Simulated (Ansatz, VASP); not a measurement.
## Two plane-wave programs on Zr3CdC

File INCAR:

```
SYSTEM = Zr3CdC
ALGO = Normal
EDIFF = 1E-6
ENCUT = 520
GGA = PE
ISIF = 2
ISMEAR = 0
LASPH = .TRUE.
LCHARG = .TRUE.
LELF = .TRUE.
LREAL = .FALSE.
LVHAR = .TRUE.
LWAVE = .FALSE.
NBANDS = 34
NELM = 80
PREC = Accurate
SIGMA = 0.1
```

KPOINTS

```
k-points
0
G
  4 4 4
  0 0 0
```

File POSCAR:

```
Zr3CdC
1.0
    4.4053362300      0.0000000000      0.0000000000
    0.0000000000      4.4053362300      0.0000000000
    0.0000000000      0.0000000000      4.4053362300
Zr Cd C
3 1 1
Direct
    0.0000000000      0.5000000000      0.5000000000
    0.5000000000      0.0000000000      0.5000000000
    0.5000000000      0.5000000000      0.0000000000
    0.0000000000      0.0000000000      0.0000000000
    0.5000000000      0.5000000000      0.5000000000
```

Input for Ansatz:

```yaml
crystal:
  lattice:
    - [4.40533623, 0.0, 0.0]
    - [0.0, 4.40533623, 0.0]
    - [0.0, 0.0, 4.40533623]
  atoms:
    - { symbol: Zr, position: [0.0, 0.5, 0.5] }
    - { symbol: Zr, position: [0.5, 0.0, 0.5] }
    - { symbol: Zr, position: [0.5, 0.5, 0.0] }
    - { symbol: Cd, position: [0.0, 0.0, 0.0] }
    - { symbol: C, position: [0.5, 0.5, 0.5] }
basis:
  ecutwfc: 420
kpoints:
  mp_grid: { grid: [4, 4, 4] }
hamiltonian:
  xc: pbe
scf:
  occupations: { method: gaussian, width: 0.1 }
  lower_state_search: "off"
output:
  forces: true
  stress: true
  eigenvalues: true
```

Change from the starting cell: species swapped into the TbBRh3 type (Pm-3m, No. 221).

Alike in both runs: task single point; functional PBE; k mesh 4 × 4 × 4; occupations gaussian, width 0.1 eV; no spin polarisation.

|  | VASP | Ansatz |
| --- | --- | --- |
| version | VASP 6.6.1 | Ansatz 0.2.0 |
| potentials or method | VASP PAW PBE potentials, release 64 (Zr_sv, Cd, C), cutoff 520 eV | scalar-relativistic, plane waves, PAW |
| valence electrons in the cell | 52 | 60 |

Ansatz gave:

- gap on the k mesh at the Fermi level (eV): none
- pressure (GPa): 18.0

Problem. Which values does VASP return?

Solution. gap on the k mesh at the Fermi level (eV): none; pressure (GPa): 18.2.

A gap of «none» marks a metal or a gap that the smearing closes. With one functional, cell and mesh, what is left measures potentials, basis and numerics. VASP's potentials hold 52 valence electrons a cell and Ansatz's 60, so a difference there can come from the potentials and not from the codes.
